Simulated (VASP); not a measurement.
# Nb (R-3m) in VASP: single point with r2SCAN

Aim: the single point of Nb with r2SCAN.

All numbers are computed with VASP 6.6.1; they aren't measurements. Logs are shortened: lines on timing, memory, paths and dates and some standing lists are left out, and cuts for length are marked.

## 1. The cell of the first run

Symmetry: R-3m, No. 166, trigonal system. The conventional cell has a = 4.617 Å, b = 4.617 Å, c = 2.941 Å, α = 90.00°, β = 90.00°, γ = 120.00°. Nb (site symmetry -3m) has 14 Nb at 2.84 to 3.31 Å within 3.7 Å.

## 2. Single point, r2SCAN

POSCAR reads:

```
Nb
1.0
    4.6168519172      0.0000000000      0.0000000000
   -2.3084259586      3.9983110458      0.0000000000
    0.0000000000      0.0000000000      2.9413185892
Nb
3
Direct
    0.3333225009      0.0000000000      0.3333333333
    0.0000000000      0.3333225009      0.6666666667
    0.6666774991      0.6666774991      0.0000000000
```

INCAR.step1 reads:

```
SYSTEM = Nb
PREC = Accurate
ENCUT = 520
ISMEAR = 0
SIGMA = 0.1
LREAL = .False.
LASPH = .True.
NELM = 80
NBANDS = 26
GGA = PE
ALGO = Normal
EDIFF = 1E-4
LWAVE = .True.
LCHARG = .False.
```

INCAR.step2 reads:

```
SYSTEM = Nb
PREC = Accurate
ENCUT = 520
EDIFF = 1E-6
ISMEAR = 0
SIGMA = 0.1
LREAL = .False.
LASPH = .True.
NELM = 80
ALGO = Normal
ISIF = 2
LWAVE = .False.
LCHARG = .True.
METAGGA = R2SCAN
LMIXTAU = .True.
LELF = .True.
LVHAR = .True.
NBANDS = 26
ISTART = 1
```

KPOINTS reads:

```
regular mesh
0
Gamma
  6 6 4
  0 0 0
```

Potentials or basis: VASP PAW PBE potentials, release 64 (Nb_sv).

Started as:

```
$ cat potpaw_PBE.64/Nb_sv/POTCAR > POTCAR
$ cp INCAR.step1 INCAR
$ mpirun -np 1 vasp_std > vasp.out
$ cp INCAR.step2 INCAR
$ mpirun -np 1 vasp_std > vasp.out
```

OUTCAR:

```text
SYSTEM = Nb
   PREC = Accurate
   ENCUT = 520
   EDIFF = 1E-6
   ISMEAR = 0
   LREAL = .False.
   LASPH = .True.
   NELM = 80
   ISIF = 2
   METAGGA = R2SCAN
   ISTART = 1

 ion  position               nearest neighbor table
   1  0.333  0.000  0.333-   3 2.84   2 2.84   3 2.84   3 2.84   2 2.84   2 2.84
   2  0.000  0.333  0.667-   3 2.84   1 2.84   3 2.84   3 2.84   1 2.84   1 2.84
   3  0.667  0.667  0.000-   2 2.84   1 2.84   1 2.84   2 2.84   2 2.84   1 2.84

  LATTYP: Found a hexagonal cell.
 ALAT       =     4.6168519172
 C/A-ratio  =     0.6370831558

  Lattice vectors:

 A1 = (   4.6168519172,   0.0000000000,   0.0000000000)
 A2 = (  -2.3084259586,   3.9983110458,   0.0000000000)
 A3 = (   0.0000000000,   0.0000000000,   2.9413185892)

Analysis of symmetry for initial positions (statically):
=====================================================================
 Subroutine PRICEL returns:
 Original cell was already a primitive cell.

 Routine SETGRP: Setting up the symmetry group for a
 hexagonal supercell.

 Subroutine GETGRP returns: Found  6 space group operations
 (whereof  2 operations were pure point group operations)
 out of a pool of 24 trial point group operations.

The static configuration has the point symmetry C_2 .
 The point group associated with its full space group is D_3 .

Analysis of symmetry for dynamics (positions and initial velocities):
=====================================================================
 Subroutine PRICEL returns:
 Original cell was already a primitive cell.

 Routine SETGRP: Setting up the symmetry group for a
 hexagonal supercell.

 Subroutine GETGRP returns: Found  6 space group operations
 (whereof  2 operations were pure point group operations)
 out of a pool of 24 trial point group operations.

The dynamic configuration has the point symmetry C_2 .
 The point group associated with its full space group is D_3 .

 Subroutine INISYM returns: Found  6 space group operations
 (whereof  2 operations are pure point group operations),
 and found     1 'primitive' translations

----------------------------------------------------------------------------------------

                                     Primitive cell

  volume of cell :      54.2956

  direct lattice vectors                    reciprocal lattice vectors
[... 85 lines left out ...]
   LASPH  =      T    aspherical Exc in radial PAW
   ENCUT  =  520.0 eV  38.22 Ry    6.18 a.u.   8.58  8.58  5.47*2*pi/ulx,y,z
   NELM   =     80;   NELMIN=  2; NELMDL=  0     # of ELM steps
   EDIFF  = 0.1E-05   stopping-criterion for ELM
   LREAL  =      F    real-space projection
   EDIFFG = 0.1E-04   stopping-criterion for IOM
   NSW    =      0    number of steps for IOM
   IBRION =     -1    ionic relax: 0-MD 1-quasi-New 2-CG
   NFREE  =      0    steps in history (QN), initial steepest desc. (CG)
   ISIF   =      2    stress and relaxation
   ISYM   =      2    0-nonsym 1-usesym 2-fastsym
   POTIM  = 0.5000    time-step for ionic-motion
   TEBEG  =    0.0;   TEEND  =   0.0 temperature during run
   PSTRESS=    0.0 pullay stress
   NELECT =      39.0000    total number of electrons
   NUPDOWN=      -1.0000    fix difference up-down
   EMIN   =  10.00;   EMAX   =-10.00  energy-range for DOS
   EFERMI =   0.00;   METHOD = LEGACY
   ISMEAR =     0;   SIGMA  =   0.10  broadening in eV -4-tet -1-fermi 0-gaus
   EFERMI_NEDOS =   21; number of points for ismear=-14 and -15
   IALGO  =     38    algorithm
   IMIX   =      4    mixing-type and parameters
     AMIX     =   0.40;   BMIX     =  1.00
     AMIX_MAG =   1.60;   BMIX_MAG =  1.00
  volume/ion in A,a.u.               =      18.10       122.13
  Fermi-wavevector in a.u.,A,eV,Ry     =   1.466138  2.770599 29.246546  2.149561
  Thomas-Fermi vector in A             =   2.581911
   LORBIT       =      0    0 simple, 1 ext, 2 COOP (PROOUT), +10 PAW based schemes
   METAGGA = R2SCAN    functional components
   LHFCALC =     F    Hartree Fock is set to
   AEXX    =    0.0000 exact exchange contribution
   IVDW    =     0    specifies the selected vdW correction
   LEPSILON=     F    determine dielectric tensor
   LRPA    =     F    only Hartree local field effects (RPA)
 non-spin polarized calculation
 Gauss-broadening in eV      SIGMA  =   0.10
  energy-cutoff  :      520.00
  volume of cell :       54.30
 maximum number of plane-waves:      1487
 NGX is ok and might be reduce to    36
   NGX = 17   NGY = 17   NGZ = 11

 number of electron      39.0000004 magnetization

 Free energy of the ion-electron system (eV)
  ---------------------------------------------------
  ext. energy  EPLUGINS =         0.00000000
  ---------------------------------------------------
  free energy    TOTEN  =       -74.58169342 eV

  energy without entropy =      -74.56428610  energy(sigma->0) =      -74.57298976

 E-fermi :  11.0405     XC(G=0): -13.5984

 val. band max:       11.0375004092   @ k =   0.3333   0.1667   0.0000
 cond. band min:      11.0808264492   @ k =   0.3333  -0.0000   0.0000
 fundamental gap:      0.0433260400
 Fermi energy:        11.0404972319

 k-point     1 :       0.0000    0.0000    0.0000
  band No.  band energies     occupation
      1     -45.1122      2.00000
      2     -44.7899      2.00000
      3     -44.7899      2.00000
      4     -20.6574      2.00000
      5     -20.6573      2.00000
      6     -20.6573      2.00000
[... 685 lines left out ...]
     25      17.2782      0.00000
     26      17.2783      0.00000

------------------------ aborting loop because EDIFF is reached ----------------------------------------

  FORCE on cell =-STRESS in cart. coord.  units (eV):
  Direction    XX          YY          ZZ          XY          YZ          ZX
  --------------------------------------------------------------------------------------
  -------------------------------------------------------------------------------------
  Total       -0.1140300     -0.1140300      0.0235532      0.0000000      0.0000000      0.0000000
  in kB       -3.3648464     -3.3648464      0.6950170      0.0000000      0.0000000      0.0000000
  external PRESSURE =      -2.0115586 kB  Pullay stress =       0.0000000 kB

 VOLUME and BASIS-vectors are now :
 -----------------------------------------------------------------------------
  energy-cutoff  :      520.00
  volume of cell :       54.30
      direct lattice vectors                 reciprocal lattice vectors
     4.616851917  0.000000000  0.000000000     0.216597807  0.125052802  0.000000000
    -2.308425959  3.998311046  0.000000000     0.000000000  0.250105604  0.000000000
     0.000000000  0.000000000  2.941318589     0.000000000  0.000000000  0.339983572

 POSITION                                       TOTAL-FORCE (eV/Angst)
 -----------------------------------------------------------------------------------
      1.53890      0.00000      0.98044         0.000493      0.000000      0.000000
     -0.76945      1.33273      1.96088        -0.000247      0.000427     -0.000000
      1.53898      2.66558      0.00000        -0.000247     -0.000427      0.000000
 -----------------------------------------------------------------------------------
    total drift:                                0.000000     -0.000000     -0.000000

  FREE ENERGIE OF THE ION-ELECTRON SYSTEM (eV)
  ---------------------------------------------------
  free  energy   TOTEN  =       -74.5816934163 eV

  energy  without entropy=      -74.5642861019  energy(sigma->0) =      -74.57298976
```

OSZICAR.step1:

```text
N       E                     dE             d eps       ncg     rms          rms(c)
DAV:   1     0.496848168868E+03    0.49685E+03   -0.21734E+04  1248   0.156E+03
DAV:   2     0.910376208382E+01   -0.48774E+03   -0.47985E+03  1414   0.650E+02
DAV:   3    -0.298451756175E+02   -0.38949E+02   -0.37726E+02  2440   0.127E+02
DAV:   4    -0.318700646952E+02   -0.20249E+01   -0.20040E+01  1934   0.263E+01
DAV:   5    -0.319694073799E+02   -0.99343E-01   -0.99218E-01  2110   0.616E+00    0.122E+01
DAV:   6    -0.307968360376E+02    0.11726E+01   -0.23887E+00  1828   0.136E+01    0.422E+00
DAV:   7    -0.306645146048E+02    0.13232E+00   -0.10257E+00  2374   0.809E+00    0.185E+00
DAV:   8    -0.306854067500E+02   -0.20892E-01   -0.91601E-02  1842   0.241E+00    0.310E-01
DAV:   9    -0.306847226924E+02    0.68406E-03   -0.13921E-02  1992   0.964E-01    0.682E-02
DAV:  10    -0.306846700429E+02    0.52649E-04   -0.61698E-04  1760   0.220E-01
   1 F= -.30684670E+02 E0= -.30675197E+02  d E =-.189462E-01
```

Wall time 51 s (1 thread of Intel Xeon 6975P-C (Granite Rapids), shared host); peak memory 0.18 GiB.

Results:

- Free energy: -74.5817 eV
- Pressure: -0.2 GPa

Levels at points of the mesh, in eV from the Fermi level:
```tsv
k point	band 18	band 19	band 20	band 21	band 22	band 23
(0.00, 0.00, 0.00)	-0.86	-0.86	0.21	0.21	0.93	3.61
(0.50, 0.00, 0.00)	-0.76	-0.45	-0.45	2.27	2.27	2.47
(0.00, 0.00, 0.50)	-1.49	-1.49	-1.49	4.18	4.18	4.18
(0.50, 0.00, 0.50)	-1.75	-0.31	-0.31	2.05	2.94	2.94
```

Caveat: the k points lie up to 0.53 Å⁻¹ apart; the PAW data sets were made with another functional, which shifts forces and pressure a little.
